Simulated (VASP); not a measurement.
# Al13Si3C3N13 (P1) in VASP: single point with PBEsol

Aim: the single point of Al13Si3C3N13 with PBEsol.

Everything below comes from runs of VASP 6.6.1. Logs are shortened: lines on timing, memory, paths and dates and some standing lists are left out, and cuts for length are marked.

**1. The cell of the first run**

The typed cell holds 96 atoms: a = 9.320 Å, b = 10.762 Å, c = 9.991 Å, α = 90.00°, β = 90.00°, γ = 90.00°.

**2. Single point, PBEsol**

Contents of INCAR:

```
SYSTEM = Al13Si3C3N13
PREC = Accurate ; ENCUT = 520
EDIFF = 1E-7 ; ISMEAR = -1
SIGMA = 0.05 ; LREAL = Auto
LASPH = .TRUE. ; NELM = 80
ALGO = Normal ; ISIF = 2
LWAVE = .FALSE. ; LCHARG = .TRUE.
GGA = PS ; LELF = .TRUE.
LVHAR = .TRUE. ; ISYM = 0
NBANDS = 246
```

Contents of KPOINTS:

```
Automatic mesh
0
Gamma
  1 1 1
  0.25 0.25 0.25
```

Contents of POSCAR:

```
Al13Si3C3N13
1.0
    9.3199030000      0.0000000000      0.0000000000
    0.0000000000     10.7616960000      0.0000000000
    0.0000000000      0.0000000000      9.9913930000
Al Si N C
39 9 39 9
Direct
    0.1638700000      0.0819390000      0.2487420000
    0.1675450000      0.0827930000      0.7487650000
    0.0022740000      0.3310530000      0.7472990000
    0.5002730000      0.0854350000      0.2485940000
    0.1645730000      0.5823570000      0.2462870000
    0.1678210000      0.5846620000      0.7468040000
    0.0049440000      0.8314970000      0.2469000000
    0.9945060000      0.8338140000      0.7500810000
    0.8314830000      0.0832730000      0.2468720000
    0.8305800000      0.0870310000      0.7530600000
    0.6667320000      0.3336450000      0.2498490000
    0.6650950000      0.3329670000      0.7482430000
    0.4992730000      0.5838200000      0.7491860000
    0.3377660000      0.8348830000      0.2515600000
    0.3372200000      0.8323010000      0.7494420000
    0.8346080000      0.5807430000      0.2478320000
    0.8345140000      0.5827020000      0.7517190000
    0.6644230000      0.8343930000      0.2474260000
    0.6654770000      0.8348200000      0.7482370000
    0.9981270000      0.1679590000      0.4972610000
    0.9977780000      0.1685790000      0.9960160000
    0.3333540000      0.1645900000      0.4962580000
    0.3372360000      0.1679830000      0.0006780000
    0.1676820000      0.4175890000      0.4986830000
    0.1666670000      0.4167990000      0.9962610000
    0.0032930000      0.6659550000      0.4983260000
    0.9989800000      0.6706140000      0.0006380000
    0.6702080000      0.1678390000      0.9972900000
    0.5028890000      0.4162390000      0.5035010000
    0.4987970000      0.4159640000      0.9991300000
    0.3314770000      0.6678870000      0.5023600000
    0.1653660000      0.9180920000      0.4943750000
    0.1646330000      0.9136760000      0.0011500000
    0.8367610000      0.4179860000      0.4993720000
    0.8375300000      0.4193080000      0.9982900000
    0.4993180000      0.9167270000      0.4986480000
    0.5024540000      0.9164340000      0.9999140000
    0.8380700000      0.9150790000      0.4985990000
    0.8305160000      0.9194810000      0.9992790000
    0.0034690000      0.3341660000      0.2509940000
    0.5038470000      0.0860270000      0.7486410000
    0.3370500000      0.3289410000      0.2527150000
    0.3331760000      0.3323690000      0.7511440000
    0.4993240000      0.5804540000      0.2511140000
    0.6679410000      0.1670250000      0.5027540000
    0.3332430000      0.6663010000      0.9982020000
    0.6681480000      0.6656160000      0.4966790000
    0.6656210000      0.6653400000      0.9971880000
    0.0019860000      0.1682930000      0.1855650000
    0.9994850000      0.1684320000      0.6915630000
    0.3353770000      0.1659240000      0.1920410000
    0.3365900000      0.1647540000      0.6870380000
    0.1645070000      0.4172470000      0.1848680000
    0.1675270000      0.4186860000      0.6896230000
    0.0000530000      0.6669730000      0.1904150000
    0.0012960000      0.6679980000      0.6916850000
    0.6645160000      0.1711280000      0.1883590000
    0.6652210000      0.1682970000      0.6889590000
    0.5025890000      0.4163490000      0.1879440000
    0.4968570000      0.4119510000      0.6868600000
    0.3317270000      0.6629180000      0.1868200000
    0.3310280000      0.6675010000      0.6905170000
    0.1657350000      0.9159410000      0.6885950000
    0.6641870000      0.6691500000      0.1909360000
    0.6657420000      0.6686290000      0.6891520000
    0.5013320000      0.9192790000      0.1920090000
    0.4989830000      0.9143030000      0.6942910000
    0.8364350000      0.9157980000      0.1863680000
    0.8358210000      0.9146960000      0.6865260000
    0.1687770000      0.0828540000      0.4403600000
    0.1683290000      0.0841810000      0.9422870000
    0.0034810000      0.3348100000      0.4431510000
    0.0004300000      0.3320570000      0.9376850000
    0.5001630000      0.0841240000      0.4410620000
    0.3310780000      0.3339300000      0.9380660000
    0.1677300000      0.5823590000      0.4420430000
    0.1672470000      0.5854980000      0.9399240000
    0.9976560000      0.8333570000      0.4394320000
    0.0017810000      0.8339220000      0.9370020000
    0.8311370000      0.0814890000      0.4371190000
    0.6648110000      0.3355810000      0.4413240000
    0.6691350000      0.3337490000      0.9386150000
    0.5006060000      0.5812580000      0.4374250000
    0.3321960000      0.8374210000      0.4376150000
    0.3338330000      0.8351670000      0.9393520000
    0.8337400000      0.5823650000      0.9401100000
    0.6662380000      0.8353570000      0.9377540000
    0.1672840000      0.9133960000      0.1903540000
    0.8328050000      0.4184710000      0.1910420000
    0.8323090000      0.4151650000      0.6857190000
    0.5002640000      0.0813790000      0.9400840000
    0.3312040000      0.3324820000      0.4415730000
    0.8355520000      0.0852880000      0.9411290000
    0.5028360000      0.5826830000      0.9424530000
    0.8334310000      0.5821750000      0.4385500000
    0.6666070000      0.8324940000      0.4363790000
```

Potentials or basis: VASP PAW PBE potentials, release 64 (Al, Si, N, C).

Started as:

```bash
cat potpaw_PBE.64/Al/POTCAR potpaw_PBE.64/Si/POTCAR potpaw_PBE.64/N/POTCAR potpaw_PBE.64/C/POTCAR > POTCAR
mpirun -np 1 vasp_std > vasp.out
```

OUTCAR:

```text
SYSTEM = Al13Si3C3N13
   PREC = Accurate
   ENCUT = 520
   EDIFF = 1E-7
   ISMEAR = -1
   LREAL = Auto
   LASPH = .TRUE.
   NELM = 80
   ISIF = 2
   GGA = PS
   ISYM = 0

 ion  position               nearest neighbor table
   1  0.164  0.082  0.249-  49 1.88  88 1.91  70 1.92  51 1.92  32 3.02  33 3.07  22 3.07  20 3.07
                             7 3.08   9 3.10  40 3.10  23 3.10  21 3.11  42 3.11  14 3.11   4 3.14
   2  0.168  0.083  0.749-  63 1.89  50 1.91  52 1.91  71 1.93  21 3.08   3 3.08  22 3.09  43 3.10
                            32 3.10  20 3.11  33 3.11  23 3.11  15 3.13   8 3.13  41 3.13  10 3.14
   3  0.002  0.331  0.747-  50 1.84  54 1.90  73 1.90  90 1.93  21 3.04  20 3.05  25 3.06  34 3.06
                            24 3.07  10 3.08   2 3.08  43 3.08  35 3.09  17 3.13   6 3.14  12 3.14
   4  0.500  0.085  0.249-  51 1.85  66 1.88  57 1.89  74 1.92  42 3.03  23 3.04  22 3.04  37 3.08
                             9 3.09  36 3.09  11 3.09  14 3.09  28 3.10  18 3.10  45 3.11   1 3.14
   5  0.165  0.582  0.246-  55 1.87  61 1.88  53 1.88  76 1.96  27 3.05  40 3.06   7 3.07  26 3.07
                            25 3.07  46 3.07  16 3.08  24 3.08  44 3.12  31 3.13  14 3.16  42 3.17
   6  0.168  0.585  0.747-  62 1.85  56 1.88  54 1.88  77 1.93  31 3.02  26 3.05  24 3.06  46 3.08
                            25 3.08  13 3.09  15 3.10  17 3.11  43 3.12  27 3.12   8 3.13   3 3.14
   7  0.005  0.831  0.247-  88 1.84  55 1.86  68 1.91  78 1.92  33 3.00  27 3.01  32 3.04   5 3.07
                             1 3.08  26 3.08  38 3.09  14 3.10  39 3.11  16 3.13   9 3.16  18 3.17
   8  0.995  0.834  0.750-  69 1.83  79 1.87  56 1.88  63 1.92  38 3.03  27 3.06  39 3.06  19 3.07
                            17 3.09  33 3.09  26 3.10  10 3.12   2 3.13   6 3.13  32 3.14  15 3.19
   9  0.831  0.083  0.247-  80 1.90  68 1.90  57 1.91  49 1.93  39 3.04  28 3.05  20 3.08  21 3.09
[... 125 lines left out ...]
  95  0.833  0.582  0.439-  34 1.87  47 1.88  16 1.91  26 1.92
  96  0.667  0.832  0.436-  18 1.89  47 1.89  36 1.91  38 1.93

IMPORTANT INFORMATION: All symmetrisations will be switched off!
NOSYMM: (Re-)initialisation of all symmetry stuff for point group C_1.

----------------------------------------------------------------------------------------

                                     Primitive cell

  volume of cell :    1002.1164

  direct lattice vectors                    reciprocal lattice vectors
     9.319903000  0.000000000  0.000000000     0.107297254  0.000000000  0.000000000
     0.000000000 10.761696000  0.000000000     0.000000000  0.092922157  0.000000000
     0.000000000  0.000000000  9.991393000     0.000000000  0.000000000  0.100086144

  length of vectors
     9.319903000 10.761696000  9.991393000     0.107297254  0.092922157  0.100086144

  position of ions in fractional coordinates (direct lattice)
     0.163870000  0.081939000  0.248742000
     0.167545000  0.082793000  0.748765000
     0.002274000  0.331053000  0.747299000
     0.500273000  0.085435000  0.248594000
     0.164573000  0.582357000  0.246287000
     0.167821000  0.584662000  0.746804000
[... 88 lines left out ...]
     0.833431000  0.582175000  0.438550000
     0.666607000  0.832494000  0.436379000

  ion indices of the primitive-cell ions
   primitive index   ion index
                 1           1
                 2           2
                 3           3
                 4           4
                 5           5
                 6           6
[... 88 lines left out ...]
                95          95
                96          96

----------------------------------------------------------------------------------------

 KPOINTS: Automatic mesh

Automatic generation of k-mesh.
 Grid dimensions read from file:
 generate k-points for:    1    1    1

[... 32 lines left out ...]
 SYSTEM =  Al13Si3C3N13
   PREC   = accura    normal or accurate (medium, high low for compatibility)
   ISTART =      0    job   : 0-new  1-cont  2-samecut
   ICHARG =      2    charge: 1-file 2-atom 10-const
   ISPIN  =      1    spin polarized calculation?
   LNONCOLLINEAR =      F non collinear calculations
   LSORBIT =      F    spin-orbit coupling
   LASPH  =      T    aspherical Exc in radial PAW
   ENCUT  =  520.0 eV  38.22 Ry    6.18 a.u.  17.33 20.01 18.58*2*pi/ulx,y,z
   NELM   =     80;   NELMIN=  2; NELMDL= -5     # of ELM steps
   EDIFF  = 0.1E-06   stopping-criterion for ELM
   LREAL  =      T    real-space projection
   EDIFFG = 0.1E-05   stopping-criterion for IOM
   NSW    =      0    number of steps for IOM
   IBRION =     -1    ionic relax: 0-MD 1-quasi-New 2-CG
   NFREE  =      0    steps in history (QN), initial steepest desc. (CG)
   ISIF   =      2    stress and relaxation
   ISYM   =      0    0-nonsym 1-usesym 2-fastsym
   POTIM  = 0.5000    time-step for ionic-motion
   TEBEG  =    0.0;   TEEND  =   0.0 temperature during run
   PSTRESS=    0.0 pullay stress
   NELECT =     384.0000    total number of electrons
   NUPDOWN=      -1.0000    fix difference up-down
   EMIN   =  10.00;   EMAX   =-10.00  energy-range for DOS
   EFERMI =   0.00;   METHOD = LEGACY
   ISMEAR =    -1;   SIGMA  =   0.05  broadening in eV -4-tet -1-fermi 0-gaus
   EFERMI_NEDOS =   21; number of points for ismear=-14 and -15
   IALGO  =     38    algorithm
   IMIX   =      4    mixing-type and parameters
     AMIX     =   0.40;   BMIX     =  1.00
     AMIX_MAG =   1.60;   BMIX_MAG =  1.00
  volume/ion in A,a.u.               =      10.44        70.44
  Fermi-wavevector in a.u.,A,eV,Ry     =   1.189084  2.247043 19.237559  1.413921
  Thomas-Fermi vector in A             =   2.325199
   LORBIT       =      0    0 simple, 1 ext, 2 COOP (PROOUT), +10 PAW based schemes
   GGA     = PS    functional components
   LHFCALC =     F    Hartree Fock is set to
   AEXX    =    0.0000 exact exchange contribution
   IVDW    =     0    specifies the selected vdW correction
   LEPSILON=     F    determine dielectric tensor
   LRPA    =     F    only Hartree local field effects (RPA)
 non-spin polarized calculation
  energy-cutoff  :      520.00
  volume of cell :     1002.12
 maximum number of plane-waves:     26981
 NGX is ok and might be reduce to    70
   NGX = 35   NGY = 41   NGZ = 37

 number of electron     383.9999999 magnetization

 Free energy of the ion-electron system (eV)
  ---------------------------------------------------
  ext. energy  EPLUGINS =         0.00000000
  ---------------------------------------------------
  free energy    TOTEN  =      -735.91376451 eV

  energy without entropy =     -735.91376451  energy(sigma->0) =     -735.91376451

 E-fermi :   8.9478     XC(G=0): -11.1906

 val. band max:        7.7897062912   @ k =   0.2500  -0.2500  -0.2500
 cond. band min:      10.1159938024   @ k =   0.2500  -0.2500  -0.2500
 fundamental gap:      2.3262875112
 Fermi energy:         8.9478139759

 k-point     1 :       0.2500    0.2500    0.2500
  band No.  band energies     occupation
      1      -9.9859      2.00000
      2      -9.7286      2.00000
      3      -9.2671      2.00000
      4      -9.1136      2.00000
      5      -9.0558      2.00000
      6      -8.7854      2.00000
[... 817 lines left out ...]
    203      11.2049      0.00000
    204      11.3179      0.00000
 [bands above 204 left out]

------------------------ aborting loop because EDIFF is reached ----------------------------------------

  FORCE on cell =-STRESS in cart. coord.  units (eV):
  Direction    XX          YY          ZZ          XY          YZ          ZX
  --------------------------------------------------------------------------------------
  -------------------------------------------------------------------------------------
  Total        8.9439895      9.9122291     10.2735266      0.4186424     -0.4368609     -0.4034265
  in kB       14.2995940     15.8476095     16.4252497      0.6693228     -0.6984505     -0.6449957
  external PRESSURE =      15.5241511 kB  Pullay stress =       0.0000000 kB

 VOLUME and BASIS-vectors are now :
 -----------------------------------------------------------------------------
  energy-cutoff  :      520.00
  volume of cell :     1002.12
      direct lattice vectors                 reciprocal lattice vectors
     9.319903000  0.000000000  0.000000000     0.107297254  0.000000000  0.000000000
     0.000000000 10.761696000  0.000000000     0.000000000  0.092922157  0.000000000
     0.000000000  0.000000000  9.991393000     0.000000000  0.000000000  0.100086144

 POSITION                                       TOTAL-FORCE (eV/Angst)
 -----------------------------------------------------------------------------------
      1.52725      0.88180      2.48528         0.106262     -0.905066     -0.053758
      1.56150      0.89099      7.48121        -1.225880     -0.862519      1.061921
      0.02119      3.56269      7.46656        -1.677064      0.456379      0.560256
      4.66250      0.91943      2.48380         1.096943     -0.613857     -0.459910
      1.53380      6.26715      2.46075        -1.162296      0.730828      1.374327
      1.56408      6.29195      7.46161        -1.017551      0.649409      0.056426
[... 88 lines left out ...]
      7.76750      6.26519      4.38173        -2.026809      1.475613      0.538386
      6.21271      8.95905      4.36003        -0.688936     -1.709630      1.560983
 -----------------------------------------------------------------------------------
    total drift:                                0.046001      0.000990     -0.051447

  FREE ENERGIE OF THE ION-ELECTRON SYSTEM (eV)
  ---------------------------------------------------
  free  energy   TOTEN  =      -735.9137645110 eV

  energy  without entropy=     -735.9137645107  energy(sigma->0) =     -735.91376451
```

Wall time 35 min (1 thread of AMD EPYC 9R14 (Zen 4), shared host); peak memory 1.2 GiB.

What came out:

- Free energy: -735.9138 eV
- Pressure: 1.6 GPa
- Largest force: 3.797 eV/Å
- Band gap on the k mesh: 2.33 eV, direct

Forces in eV/Å, atoms in the order of the input:
```
Al   0.106 -0.905 -0.054
Al  -1.226 -0.863  1.062
Al  -1.677  0.456  0.560
Al   1.097 -0.614 -0.460
Al  -1.162  0.731  1.374
Al  -1.018  0.649  0.056
Al  -1.181  0.407  0.819
Al   1.128  0.114 -0.154
Al  -0.208 -0.248 -1.591
Al   1.680 -1.257  0.544
Al   1.157 -0.948  0.209
Al   1.534  1.211  1.268
Al   0.386  0.087 -0.398
Al  -0.815  1.091 -0.266
Al  -1.807  0.526  0.033
Al   0.532  1.218  1.076
Al   0.157 -0.528 -1.740
Al   1.078  1.317  0.388
Al   1.253  0.106 -0.747
Al   0.974 -0.278  0.943
Al   0.767 -0.527 -0.285
Al  -0.618  0.142 -0.302
Al  -1.196 -1.560 -0.373
Al  -0.368  0.331  0.194
Al  -1.461 -0.420 -0.665
Al  -1.256  0.781  0.381
Al  -0.074  0.646  0.159
Al   0.157  0.192  0.423
Al  -0.592 -0.728 -0.916
Al   1.724 -1.261 -0.873
Al  -0.399  0.901 -0.480
Al  -0.615 -0.682  0.090
Al  -0.252  1.375  0.039
Al  -0.367  0.191 -0.083
Al  -0.578 -1.797 -0.493
Al   0.368 -0.860 -0.119
Al  -0.540  0.235  0.787
Al  -0.725 -1.122  0.128
Al   1.371  0.416  0.025
Si  -2.249 -0.338 -0.256
Si  -0.656 -1.546  2.531
Si  -0.611 -0.325  1.453
Si  -0.146  0.541 -0.763
Si   0.563  0.612 -0.505
Si  -0.357  0.382 -1.565
Si   0.184  0.930 -0.685
Si   2.453  1.442 -0.040
Si   0.716  0.688  0.057
N    0.284  2.435  2.316
N    0.777 -0.813 -1.542
N   -0.347  3.240  0.169
N    1.408  1.564  1.111
N    1.430 -1.919  1.156
N    2.632 -1.615  1.198
N    0.352 -0.744 -0.962
N    0.490 -0.172  0.332
N   -0.428 -0.520  1.302
N   -2.125 -1.558 -2.734
N   -2.589  1.209  1.387
N   -2.190 -0.330  1.825
N    2.323 -1.152 -0.334
N    0.942 -0.481 -0.318
N    0.795  0.108 -0.018
N   -2.099 -1.868 -2.230
N   -1.006 -0.379 -1.050
N    0.006 -0.429 -0.749
N    0.061  3.098 -0.675
N   -0.860 -0.376  0.654
N   -1.138  1.088  0.362
N   -0.656  0.631  0.137
N    0.473  0.613 -0.752
N    0.180 -0.865 -2.876
N    1.524  1.396  0.164
N    2.016  1.006  0.968
N    0.238  0.385 -1.881
N    0.786  0.280 -0.932
N    1.831  0.508  0.789
N    1.252  0.010  0.117
N   -0.791 -0.926 -0.010
N   -1.512  2.171  1.179
N    0.154 -3.253  0.464
N   -1.435  0.800  0.105
N    0.385  0.776 -1.338
N    0.441 -1.322  1.143
N    0.194 -3.297  0.458
N   -1.673  2.520  0.937
N    0.143 -3.517  0.852
C    1.165  0.481  0.058
C    2.377 -2.152 -0.066
C    0.127 -0.308  1.438
C   -0.011  0.928 -2.975
C    1.112  0.410 -2.616
C   -0.501 -0.384 -0.321
C   -1.055  2.044  0.871
C   -2.027  1.476  0.538
C   -0.689 -1.710  1.561
```

Stress tensor (GPa, compression positive):
```
 1.43  0.07 -0.06
 0.07  1.58 -0.07
-0.06 -0.07  1.64
```

Levels at points of the mesh, in eV from the valence-band top:
```tsv
k point	band 189	band 190	band 191	band 192	band 193	band 194	band 195	band 196
(0.25, 0.25, 0.25)	-0.43	-0.28	-0.18	0.00	2.38	2.45	2.65	2.71
```

Caveat: the k points lie up to 0.67 Å⁻¹ apart; the PAW data sets were made with another functional, which shifts forces and pressure a little. A k mesh can miss the band edges.
